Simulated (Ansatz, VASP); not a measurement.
Al2Pt: VASP beside Ansatz

```xyz
3
Lattice="0.0000 3.1019 3.1019 3.1019 0.0000 3.1019 3.1019 3.1019 0.0000" Properties=species:S:1:pos:R:3 pbc="T T T"
Al    1.5509    1.5509    1.5509
Al    4.6528    4.6528    4.6528
Pt    0.0000    0.0000    0.0000
```

Alike in both runs: task single point; functional PBE; k mesh 12 × 12 × 12; occupations gaussian, width 0.1 eV; no spin polarisation.

```csv
,VASP,Ansatz
version,VASP 6.6.1,Ansatz 0.2.0
potentials or method,"VASP PAW PBE potentials, release 64 (Al, Pt), cutoff 520 eV","scalar-relativistic, plane waves, PAW"
valence electrons in the cell,16,24
```

VASP gave:

```
gap on the k mesh at the Fermi level (eV) : none
pressure (GPa)                            : -12.5
```

Problem. Estimate Ansatz's values.

Solution. gap on the k mesh at the Fermi level (eV): none; pressure (GPa): -12.3.

A gap of «none» marks a metal or a gap that the smearing closes. With one functional, cell and mesh, what is left measures potentials, basis and numerics. VASP's potentials hold 16 valence electrons a cell and Ansatz's 24, so a difference there can come from the potentials and not from the codes.

Spin-orbit coupling is off throughout.
